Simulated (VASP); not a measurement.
# TiB2 (P6/mmm) in VASP: further runs, part 2 of 2

VASP 6.6.1.

## (3) Relaxation of shape and atoms at fixed volume, PBE (8.30 Å³/atom)

This run uses another cell than the first one, of 8.30 Å³/atom.

Input file INCAR:

```
PREC = Accurate ; ENCUT = 600
EDIFF = 1E-6 ; ISMEAR = 0
SIGMA = 0.1 ; LREAL = F
LASPH = T ; NELM = 60
ALGO = Normal ; ISIF = 4
LWAVE = F ; LCHARG = F
GGA = PE ; IBRION = 2
NSW = 50 ; EDIFFG = -0.01
```

Input file KPOINTS:

```
Automatic mesh
0
Gamma
  18 18 14
```

Input file POSCAR:

```
TiB2
1.0
    3.0011785326      0.0000000000      0.0000000000
   -1.5005892663      2.5990968505      0.0000000000
    0.0000000000      0.0000000000      3.1916596055
Ti B
1 2
Direct
    0.0000000000      0.0000000000      0.0000000000
    0.3333333333      0.6666666667      0.5000000000
    0.6666666667      0.3333333333      0.5000000000
```

Potentials or basis: VASP PAW PBE potentials, release 64 (Ti_sv, B).

Command:

```sh
> cat potpaw_PBE.64/Ti_sv/POTCAR potpaw_PBE.64/B/POTCAR > POTCAR
> mpirun -np 1 vasp_std > vasp.out
```

OUTCAR:

```text
PREC = Accurate
   ENCUT = 600
   EDIFF = 1E-6
   ISMEAR = 0
   LREAL = F
   LASPH = T
   NELM = 60
   ISIF = 4
   GGA = PE
   IBRION = 2
   NSW = 50
   EDIFFG = -0.01

 ion  position               nearest neighbor table
   1  0.000  0.000  0.000-   2 2.36   3 2.36   2 2.36   3 2.36   2 2.36   2 2.36   3 2.36   3 2.36
                             3 2.36   3 2.36   2 2.36   2 2.36
   2  0.333  0.667  0.500-   3 1.73   3 1.73   3 1.73   1 2.36   1 2.36   1 2.36   1 2.36   1 2.36
                             1 2.36
   3  0.667  0.333  0.500-   2 1.73   2 1.73   2 1.73   1 2.36   1 2.36   1 2.36   1 2.36   1 2.36
                             1 2.36

  LATTYP: Found a hexagonal cell.
 ALAT       =     3.0011785326
 C/A-ratio  =     1.0634687576

  Lattice vectors:

 A1 = (   3.0011785326,   0.0000000000,   0.0000000000)
 A2 = (  -1.5005892663,   2.5990968505,   0.0000000000)
 A3 = (   0.0000000000,   0.0000000000,   3.1916596055)

Analysis of symmetry for initial positions (statically):
=====================================================================
 Subroutine PRICEL returns:
 Original cell was already a primitive cell.

 Routine SETGRP: Setting up the symmetry group for a
 hexagonal supercell.

 Subroutine GETGRP returns: Found 24 space group operations
 (whereof 24 operations were pure point group operations)
 out of a pool of 24 trial point group operations.

The static configuration has the point symmetry D_6h.

Analysis of symmetry for dynamics (positions and initial velocities):
=====================================================================
 Subroutine PRICEL returns:
 Original cell was already a primitive cell.

 Routine SETGRP: Setting up the symmetry group for a
 hexagonal supercell.

 Subroutine GETGRP returns: Found 24 space group operations
 (whereof 24 operations were pure point group operations)
 out of a pool of 24 trial point group operations.

The dynamic configuration has the point symmetry D_6h.

 Subroutine INISYM returns: Found 24 space group operations
 (whereof 24 operations are pure point group operations),
 and found     1 'primitive' translations

----------------------------------------------------------------------------------------

                                     Primitive cell

  volume of cell :      24.8961

  direct lattice vectors                    reciprocal lattice vectors
     3.001178533  0.000000000  0.000000000     0.333202437  0.192374517  0.000000000
    -1.500589266  2.599096851  0.000000000     0.000000000  0.384749033  0.000000000
     0.000000000  0.000000000  3.191659605     0.000000000  0.000000000  0.313316620

  length of vectors
     3.001178533  3.001178533  3.191659605     0.384749033  0.384749033  0.313316620

  position of ions in fractional coordinates (direct lattice)
     0.000000000  0.000000000  0.000000000
     0.333333333  0.666666667  0.500000000
     0.666666667  0.333333333  0.500000000

  ion indices of the primitive-cell ions
   primitive index   ion index
[... 121 lines left out ...]
  ext. energy  EPLUGINS =         0.00000000
  ---------------------------------------------------
  free energy    TOTEN  =       -24.41176354 eV

  energy without entropy =      -24.41008726  energy(sigma->0) =      -24.41092540

------------------------ aborting loop because EDIFF is reached ----------------------------------------

  FORCE on cell =-STRESS in cart. coord.  units (eV):
  Direction    XX          YY          ZZ          XY          YZ          ZX
  --------------------------------------------------------------------------------------
  -------------------------------------------------------------------------------------
  Total        1.4012523      1.4012523      1.1361316      0.0000000      0.0000000      0.0000000
  in kB       90.1770591     90.1770591     73.1153174      0.0000000      0.0000000      0.0000000
  external PRESSURE =      84.4898119 kB  Pullay stress =       0.0000000 kB

 VOLUME and BASIS-vectors are now :
 -----------------------------------------------------------------------------
  energy-cutoff  :      600.00
  volume of cell :       24.90
      direct lattice vectors                 reciprocal lattice vectors
     3.001178533  0.000000000  0.000000000     0.333202437  0.192374517  0.000000000
    -1.500589266  2.599096851  0.000000000     0.000000000  0.384749033  0.000000000
     0.000000000  0.000000000  3.191659605     0.000000000  0.000000000  0.313316620

 POSITION                                       TOTAL-FORCE (eV/Angst)
 -----------------------------------------------------------------------------------
      0.00000      0.00000      0.00000        -0.000000      0.000000      0.000000
     -0.00000      1.73273      1.59583        -0.000000      0.000000     -0.000000
      1.50059      0.86637      1.59583         0.000000     -0.000000      0.000000
 -----------------------------------------------------------------------------------
    total drift:                               -0.000000      0.000000     -0.000000

  FREE ENERGIE OF THE ION-ELECTRON SYSTEM (eV)
  ---------------------------------------------------
  free  energy   TOTEN  =       -24.4117635407 eV

  energy  without entropy=      -24.4100872639  energy(sigma->0) =      -24.41092540

--------------------------------------- Ionic step        2  -------------------------------------------

 number of electron      18.0000005 magnetization

 Free energy of the ion-electron system (eV)
  ---------------------------------------------------
  ext. energy  EPLUGINS =         0.00000000
  ---------------------------------------------------
  free energy    TOTEN  =       -24.41211215 eV

  energy without entropy =      -24.41040808  energy(sigma->0) =      -24.41126012

 E-fermi :  10.3784     XC(G=0): -12.9153

 val. band max:       10.3632576138   @ k =   0.0556   0.0556   0.5000
 cond. band min:      10.3923020970   @ k =   0.0000   0.0000   0.3571
 fundamental gap:      0.0290444832
 Fermi energy:        10.3784430015

 k-point     1 :       0.0000    0.0000    0.0000
  band No.  band energies     occupation
      1     -46.5411      2.00000
      2     -22.8974      2.00000
      3     -22.5697      2.00000
      4     -22.5697      2.00000
      5      -3.3335      2.00000
      6       7.6228      2.00000
      7       7.6228      2.00000
      8       8.0669      2.00000
      9       8.1621      2.00000
     10      12.3143      0.00000
     11      12.3143      0.00000
     12      14.1675      0.00000
     13      14.1675      0.00000
[... 354 lines left out ...]
  band No.  band energies     occupation
      1     -46.4804      2.00000
      2     -22.9845      2.00000
      3     -22.8211      2.00000
      4     -22.7013      2.00000
      5       0.2675      2.00000
      6       1.9104      2.00000
      7       5.7777      2.00000
      8       7.2278      2.00000
      9       9.1548      2.00000
     10      10.8553      0.00000
     11      12.7120      0.00000
     12      13.5301      0.00000
     13      14.9210      0.00000

 [... further k-points ...]

------------------------ aborting loop because EDIFF is reached ----------------------------------------

  FORCE on cell =-STRESS in cart. coord.  units (eV):
  Direction    XX          YY          ZZ          XY          YZ          ZX
  --------------------------------------------------------------------------------------
  -------------------------------------------------------------------------------------
  Total        1.2814009      1.2814009      1.2941581     -0.0000000     -0.0000000      0.0000000
  in kB       82.4640664     82.4640664     83.2850522     -0.0000000     -0.0000000      0.0000000
  external PRESSURE =      82.7377284 kB  Pullay stress =       0.0000000 kB

 VOLUME and BASIS-vectors are now :
 -----------------------------------------------------------------------------
  energy-cutoff  :      600.00
  volume of cell :       24.90
      direct lattice vectors                 reciprocal lattice vectors
     3.005449658  0.000000000  0.000000000     0.332728914  0.192101128 -0.000000000
    -1.502724829  2.602795754  0.000000000     0.000000000  0.384202256 -0.000000000
     0.000000000  0.000000000  3.182594544    -0.000000000 -0.000000000  0.314209047

 POSITION                                       TOTAL-FORCE (eV/Angst)
 -----------------------------------------------------------------------------------
      3.00545      0.00000      0.00000        -0.000000     -0.000000      0.000000
     -0.00000      1.73520      1.59130        -0.000000      0.000000      0.000000
      1.50272      0.86760      1.59130         0.000000      0.000000     -0.000000
 -----------------------------------------------------------------------------------
    total drift:                                0.000000      0.000000     -0.000000

  FREE ENERGIE OF THE ION-ELECTRON SYSTEM (eV)
  ---------------------------------------------------
  free  energy   TOTEN  =       -24.4121121492 eV

  energy  without entropy=      -24.4104080840  energy(sigma->0) =      -24.41126012

 reached required accuracy - stopping structural energy minimisation
```

OSZICAR:

```text
N       E                     dE             d eps       ncg     rms          rms(c)
DAV:   1     0.138615565320E+03    0.13862E+03   -0.10237E+04  7696   0.177E+03
DAV:   2    -0.187767003382E+02   -0.15739E+03   -0.15342E+03  7821   0.420E+02
DAV:   3    -0.292349547794E+02   -0.10458E+02   -0.10326E+02 11174   0.996E+01
DAV:   4    -0.296047929576E+02   -0.36984E+00   -0.36924E+00  9986   0.173E+01
[... 11 lines left out ...]
DAV:   1    -0.244129091288E+02   -0.11446E-02   -0.47063E-02  8306   0.355E+00    0.219E-01
DAV:   2    -0.244123803257E+02    0.52880E-03   -0.25953E-03  7966   0.543E-01    0.126E-01
DAV:   3    -0.244121354237E+02    0.24490E-03   -0.29127E-04  9059   0.231E-01    0.367E-02
DAV:   4    -0.244121128913E+02    0.22532E-04   -0.51530E-05  9500   0.901E-02    0.567E-03
DAV:   5    -0.244121121492E+02    0.74207E-06   -0.43474E-06  8093   0.260E-02
   2 F= -.24412112E+02 E0= -.24411260E+02  d E =-.348609E-03
```

CONTCAR:

```text
TiB2
   1.00000000000000
     3.0054496584680965    0.0000000000000000    0.0000000000000000
    -1.5027248292340483    2.6027957540034117    0.0000000000000000
     0.0000000000000000    0.0000000000000000    3.1825945436547607
  Ti              B
     1     2
Direct
     1.0000000000000000    0.0000000000000000    0.0000000000000000
     0.3333333332999970    0.6666666667000030    0.5000000000000000
     0.6666666667000030    0.3333333332999970    0.5000000000000000

  0.00000000E+00  0.00000000E+00  0.00000000E+00
  0.00000000E+00  0.00000000E+00  0.00000000E+00
  0.00000000E+00  0.00000000E+00  0.00000000E+00
```

Wall time 2.8 min (1 thread of Intel Xeon 8259CL, shared host); peak memory 0.25 GiB.

What came out:

| Item | Value |
| --- | --- |
| Free energy | -24.4121 eV |
| Energy gained by relaxing | 0.1 meV/atom |
| Ionic steps | 2 |
| Pressure after relaxing | 8.3 GPa |
| Band gap on the k mesh | zero (bands 9 and 10 overlap by 0.63 eV) |

Stress tensor (GPa, compression positive):
```
8.25 0.00 0.00
0.00 8.25 0.00
0.00 0.00 8.33
```

Step by step:
```csv
step,energy change (eV),largest force (eV/Å),pressure (GPa),volume (Å³)
1,0.0000,0.0000,8.45,24.90
2,-0.0003,0.0000,8.27,24.90
```

Final structure:
```xyz
3
Lattice="3.0054 0.0000 0.0000 -1.5027 2.6028 0.0000 0.0000 0.0000 3.1826" Properties=species:S:1:pos:R:3 pbc="T T T"
Ti    3.0054    0.0000    0.0000
B     0.0000    1.7352    1.5913
B     1.5027    0.8676    1.5913
```

## (4) Relaxation of shape and atoms at fixed volume, PBE (8.81 Å³/atom)

This run uses another cell than the first one, of 8.81 Å³/atom.

Input file INCAR:

```
SYSTEM = TiB2
ALGO = Normal ; EDIFF = 1E-6
EDIFFG = -0.01 ; ENCUT = 600
GGA = PE ; IBRION = 2
ISIF = 4 ; ISMEAR = 0
LASPH = .True. ; LCHARG = .False.
LREAL = .False. ; LWAVE = .False.
NELM = 60 ; NSW = 50
PREC = Accurate ; SIGMA = 0.1
```

Input file KPOINTS:

```
k-points
0
Gamma
  18 18 14
  0 0 0
```

Input file POSCAR:

```
TiB2
1.0
    3.0618247414      0.0000000000      0.0000000000
   -1.5309123707      2.6516180080      0.0000000000
    0.0000000000      0.0000000000      3.2561549539
Ti B
1 2
Direct
    0.0000000000      0.0000000000      0.0000000000
    0.3333333333      0.6666666667      0.5000000000
    0.6666666667      0.3333333333      0.5000000000
```

Potentials or basis: VASP PAW PBE potentials, release 64 (Ti_sv, B).

Command:

```sh
> cat potpaw_PBE.64/Ti_sv/POTCAR potpaw_PBE.64/B/POTCAR > POTCAR
> mpirun -np 1 vasp_std > vasp.out
```

OUTCAR:

```text
SYSTEM = TiB2
   EDIFF = 1E-6
   EDIFFG = -0.01
   ENCUT = 600
   GGA = PE
   IBRION = 2
   ISIF = 4
   ISMEAR = 0
   LASPH = .True.
   LREAL = .False.
   NELM = 60
   NSW = 50
   PREC = Accurate

 ion  position               nearest neighbor table
   1  0.000  0.000  0.000-   2 2.40   3 2.40   2 2.40   3 2.40   3 2.40   3 2.40   2 2.40   2 2.40
                             3 2.40   3 2.40   2 2.40   2 2.40
   2  0.333  0.667  0.500-   3 1.77   3 1.77   3 1.77   1 2.40   1 2.40   1 2.40   1 2.40   1 2.40
                             1 2.40
[... 634 lines left out ...]
  --------------------------------------------------------------------------------------
  -------------------------------------------------------------------------------------
  Total       -1.1244804     -1.1244804     -1.1291735      0.0000000     -0.0000000      0.0000000
  in kB      -68.1500411    -68.1500411    -68.4344715      0.0000000     -0.0000000      0.0000000
  external PRESSURE =     -68.2448512 kB  Pullay stress =       0.0000000 kB

 VOLUME and BASIS-vectors are now :
 -----------------------------------------------------------------------------
  energy-cutoff  :      600.00
  volume of cell :       26.44
      direct lattice vectors                 reciprocal lattice vectors
     3.057560008  0.000000000  0.000000000     0.327058176  0.188827126  0.000000000
    -1.528780004  2.647924641  0.000000000     0.000000000  0.377654252  0.000000000
     0.000000000 -0.000000000  3.265244762     0.000000000 -0.000000000  0.306255755

 POSITION                                       TOTAL-FORCE (eV/Angst)
 -----------------------------------------------------------------------------------
      3.05756     -0.00000      3.26524         0.000000      0.000000      0.000000
     -0.00000      1.76528      1.63262         0.000000     -0.000000     -0.000000
      1.52878      0.88264      1.63262        -0.000000     -0.000000      0.000000
 -----------------------------------------------------------------------------------
    total drift:                                0.000000      0.000000     -0.000000

  FREE ENERGIE OF THE ION-ELECTRON SYSTEM (eV)
  ---------------------------------------------------
  free  energy   TOTEN  =       -24.4167520581 eV

  energy  without entropy=      -24.4149792275  energy(sigma->0) =      -24.41586564

 reached required accuracy - stopping structural energy minimisation
```

OSZICAR:

```text
N       E                     dE             d eps       ncg     rms          rms(c)
DAV:   1     0.136011314166E+03    0.13601E+03   -0.10150E+04  7696   0.174E+03
DAV:   2    -0.186418065697E+02   -0.15465E+03   -0.15095E+03  7826   0.414E+02
DAV:   3    -0.291631902797E+02   -0.10521E+02   -0.10353E+02 11511   0.989E+01
[... 14 lines left out ...]
DAV:   2    -0.244170156295E+02    0.50393E-03   -0.25381E-03  7960   0.525E-01    0.122E-01
DAV:   3    -0.244167772877E+02    0.23834E-03   -0.30677E-04  9125   0.232E-01    0.358E-02
DAV:   4    -0.244167537651E+02    0.23523E-04   -0.54128E-05  9490   0.922E-02    0.554E-03
DAV:   5    -0.244167522183E+02    0.15468E-05   -0.42144E-06  7868   0.257E-02    0.253E-03
DAV:   6    -0.244167520581E+02    0.16022E-06   -0.17926E-07  4408   0.554E-03
   2 F= -.24416752E+02 E0= -.24415866E+02  d E =-.358488E-03
```

CONTCAR:

```text
TiB2
   1.00000000000000
     3.0575600079921963    0.0000000000000000    0.0000000000000000
    -1.5287800039960981    2.6479246405279855    0.0000000000000000
     0.0000000000000000   -0.0000000000000000    3.2652447623915957
  Ti              B
     1     2
Direct
     1.0000000000000000    0.0000000000000000    1.0000000000000000
     0.3333333332999970    0.6666666667000030    0.5000000000000000
     0.6666666667000030    0.3333333332999970    0.5000000000000000

  0.00000000E+00  0.00000000E+00  0.00000000E+00
  0.00000000E+00  0.00000000E+00  0.00000000E+00
  0.00000000E+00  0.00000000E+00  0.00000000E+00
```

It took 3.2 min on 1 thread of Intel Xeon 8259CL, shared host; peak memory 0.26 GiB.

What came out:

```
Free energy               : -24.4168 eV
Energy gained by relaxing : 0.1 meV/atom
Ionic steps               : 2
Pressure after relaxing   : -6.8 GPa
Band gap on the k mesh    : zero (bands 9 and 10 overlap by 0.62 eV)
```

The path:
```tsv
step	energy change (eV)	largest force (eV/Å)	pressure (GPa)	volume (Å³)
1	0.0000	0.0000	-6.95	26.44
2	-0.0004	0.0000	-6.82	26.44
```

Final structure:
```xyz
3
Lattice="3.0576 0.0000 0.0000 -1.5288 2.6479 0.0000 0.0000 0.0000 3.2652" Properties=species:S:1:pos:R:3 pbc="T T T"
Ti    3.0576    0.0000    3.2652
B     0.0000    1.7653    1.6326
B     1.5288    0.8826    1.6326
```

## (5) Relaxation of shape and atoms at fixed volume, PBE (9.07 Å³/atom)

This run uses another cell than the first one, of 9.07 Å³/atom.

Input file INCAR:

```
PREC = Accurate
ENCUT = 600
EDIFF = 1E-7
ISMEAR = 0
SIGMA = 0.1
LREAL = F
LASPH = T
NELM = 80
ALGO = Normal
ISIF = 4
LWAVE = F
LCHARG = F
GGA = PE
IBRION = 2
NSW = 50
EDIFFG = -0.01
```

Input file KPOINTS:

```
regular mesh
0
Gamma
  18 18 14
```

Input file POSCAR:

```
TiB2
1.0
    3.0871382752      0.0000000000      0.0000000000
   -1.5435691376      2.6735401714      0.0000000000
    0.0000000000      0.0000000000      3.2962655842
Ti B
1 2
Direct
    0.0000000000      0.0000000000      0.0000000000
    0.3333333333      0.6666666667      0.5000000000
    0.6666666667      0.3333333333      0.5000000000
```

Command:

```sh
> cat potpaw_PBE.64/Ti_sv/POTCAR potpaw_PBE.64/B/POTCAR > POTCAR
> mpirun -np 1 vasp_std > vasp.out
```

Run time: 5.4 min. Hardware: 1 thread of Intel Xeon 8259CL, shared host; peak memory 0.27 GiB.

It converged, with:

- Free energy: -24.3696 eV
- Energy gained by relaxing: 0.1 meV/atom
- Ionic steps: 2
- Pressure after relaxing: -12.9 GPa
- Band gap on the k mesh: zero (bands 9 and 10 overlap by 0.63 eV)

The path:
```csv
step,energy change (eV),largest force (eV/Å),pressure (GPa),volume (Å³)
1,0.0000,0.0000,-12.99,27.21
2,-0.0004,0.0000,-12.86,27.21
```

Final structure:
```
Ti B
1.0
     3.08284    0.00000    0.00000
    -1.54142    2.66982    0.00000
     0.00000    0.00000    3.30547
Ti B
1 2
Direct
  0.00000 0.00000 0.00000
  0.33333 0.66667 0.50000
  0.66667 0.33333 0.50000
```

Levels at points of the mesh, in eV from the Fermi level:
```
           k point  band 6  band 7  band 8  band 9  band 10  band 11  band 12  band 13
(0.00, 0.00, 0.00)   -2.48   -2.48   -2.41   -2.04     1.68     1.68     3.30     3.30
(0.50, 0.00, 0.00)   -9.12   -3.21   -3.13   -2.16     1.17     2.49     2.91     3.13
(0.00, 0.00, 0.50)   -7.41   -0.57   -0.57   -0.18    -0.18     0.36     0.36     1.38
(0.50, 0.00, 0.50)   -7.47   -4.45   -3.66   -3.15     2.18     2.64     3.97     4.15
```

## (6) The runs side by side

| task | level | cell | cutoff (eV) | gap on the mesh (eV) | pressure (GPa) |
| --- | --- | --- | --- | --- | --- |
| single point | r2SCAN | a = 3.032, b = 3.032, c = 3.224 Å, angles 90.0, 90.0, 120.0°, 3 atoms | 520 | none | -0.6 |
| relaxation of shape and atoms at fixed volume | PBE | relaxed from a = 3.001, b = 3.001, c = 3.192 Å, angles 90.0, 90.0, 120.0°, 3 atoms | 600 | none | 8.3 |
| relaxation of shape and atoms at fixed volume | PBE | relaxed from a = 3.062, b = 3.062, c = 3.256 Å, angles 90.0, 90.0, 120.0°, 3 atoms | 600 | none | -6.8 |
| relaxation of shape and atoms at fixed volume | PBE | relaxed from a = 3.087, b = 3.087, c = 3.296 Å, angles 90.0, 90.0, 120.0°, 3 atoms | 600 | none | -12.9 |

Alike in all rows: potentials or basis VASP PAW PBE potentials, release 64 (Ti_sv, B); no spin polarisation; k mesh 18 × 18 × 14; smearing gaussian 0.1 eV.

Caveats: the PAW data sets were made with another functional, which shifts forces and pressure a little (at least some runs).

Absolute energies hang on the potentials; compare differences alone.
